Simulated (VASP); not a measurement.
Runs of VASP 6.6.1 on MoS2. The structure is that of space group R3m (No. 160), or close to it. The cells are those of the table. 

| task | cell | gap on the mesh (eV) | pressure (GPa) | largest force (eV/Å) |
| --- | --- | --- | --- | --- |
| single point | a = 6.374 Å, angles 27.9°, 3 atoms | 1.02 | 15.6 | 1.81 |
| electric field gradients | a = 6.259 Å, angles 28.7°, 3 atoms | (a) | 16.1 | 2.27 |
| single point | a = 6.400 Å, angles 29.2°, 3 atoms | 0.50 | -1.7 | 0.57 |
| single point | a = 6.385 Å, angles 28.4°, 3 atoms | (b) | 7.6 | 1.26 |

Alike in all rows: level PBEsol; potentials or basis VASP PAW PBE potentials, release 64 (Mo_sv, S); no spin polarisation; k mesh 13 × 13 × 13; cutoff (eV) 520; smearing fermi-dirac 0.05 eV.

**Question.** Estimate the missing entries.

**Answer.** (a) 0.73; (b) 0.88.

Caveats: the PAW data sets were made with another functional, which shifts forces and pressure a little; an odd mesh through Γ misses points on the zone boundary, where band edges can lie; the cell stands under pressure (at least some runs).

A k mesh can miss the band edges, and the runs leave out spin-orbit coupling on Mo.
